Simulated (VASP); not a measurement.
Input of a VASP 6.6.1 run:

INCAR

```
PREC = Accurate ; ENCUT = 520
EDIFF = 1E-6 ; ISMEAR = 0
SIGMA = 0.02 ; LREAL = F
LASPH = T ; NELM = 80
ALGO = Normal ; ISIF = 2
LWAVE = F ; LCHARG = F
GGA = PE ; NBANDS = 35
```

Contents of KPOINTS:

```
Automatic mesh
0
Gamma
  12 12 2
```

POSCAR

```
WSe2
1.0
    3.3204874748      0.0000000000      0.0000000000
   -1.6602437374      2.8756265061      0.0000000000
    0.0000000000      0.0000000000     24.8510438719
W Se
2 4
Direct
    0.6666666667      0.3333333333      0.1533257970
    0.3333333333      0.6666666667      0.8466742030
    0.3333333333      0.6666666667      0.2208536030
    0.6666666667      0.3333333333      0.9142105643
    0.3333333333      0.6666666667      0.0857894357
    0.6666666667      0.3333333333      0.7791463970
```

Potentials or basis: VASP PAW PBE potentials, release 64 (W_sv, Se).

The run is started by

```bash
$ cat potpaw_PBE.64/W_sv/POTCAR potpaw_PBE.64/Se/POTCAR > POTCAR
$ mpirun -np 1 vasp_std > vasp.out
```

Problem. Predict the largest force.

Solution. 0.044 eV/Å.

Problem. What does it give for the band gap on the k mesh?

Solution. 1.54 eV, direct.

Forces on the atoms (eV/Å):
```
W    0.000  0.000  0.000
W    0.000  0.000  0.000
Se   0.000  0.000  0.044
Se   0.000  0.000  0.044
Se   0.000  0.000 -0.044
Se   0.000  0.000 -0.044
```

Caveat: spin-orbit coupling is left out, which moves the levels of the heavy elements.
